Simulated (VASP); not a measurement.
A run of VASP 6.6.1 is set up as follows.

INCAR

```
PREC = Accurate
ENCUT = 500
EDIFF = 1E-6
ISMEAR = 0
SIGMA = 0.1
LREAL = False
LASPH = True
NELM = 200
ALGO = Normal
ISIF = 2
LWAVE = False
LCHARG = False
GGA = PE
NBANDS = 40
GGA_COMPAT = False
LMAXMIX = 6
```

KPOINTS

```
regular mesh
0
Gamma
  6 6 2
```

File POSCAR:

```
SmZn3I2
1.0
    4.3406197748      0.0000000000      0.0000000000
   -2.1703098874      3.7590869931      0.0000000000
    0.0000000000      0.0000000000     11.3413362737
Sm Zn I
1 3 2
Direct
    0.0000000000      0.0000000000      0.0000000000
    0.0000000000      0.0000000000      0.5000000000
    0.6666666667      0.3333333333      0.5008646955
    0.3333333333      0.6666666667      0.4991353045
    0.6666666667      0.3333333333      0.8307296153
    0.3333333333      0.6666666667      0.1692703847
```

Potentials or basis: VASP PAW PBE potentials, release 64 (Sm_3, Zn, I), 4f in core.

Command:

```console
$ cat potpaw_PBE.64/Sm_3/POTCAR potpaw_PBE.64/Zn/POTCAR potpaw_PBE.64/I/POTCAR > POTCAR
$ mpirun -np 1 vasp_std > vasp.out
```

(1) What does it give for the pressure?

(2) Estimate the largest force.

(3) Estimate the band gap on the k mesh.

Answers

(1) 0.8 GPa.

(2) 0.125 eV/Å.

(3) zero (an odd number of electrons rules out a gap without spin polarisation).

Caveat: spin-orbit coupling is left out, which moves the levels of the heavy elements; the 4f electrons are frozen in the core, so they carry no moment and show no levels; an odd number of electrons without spin polarisation forces a metal; a magnetic or distorted state may lie lower; the run has no spin polarisation, though such a crystal can be magnetic.
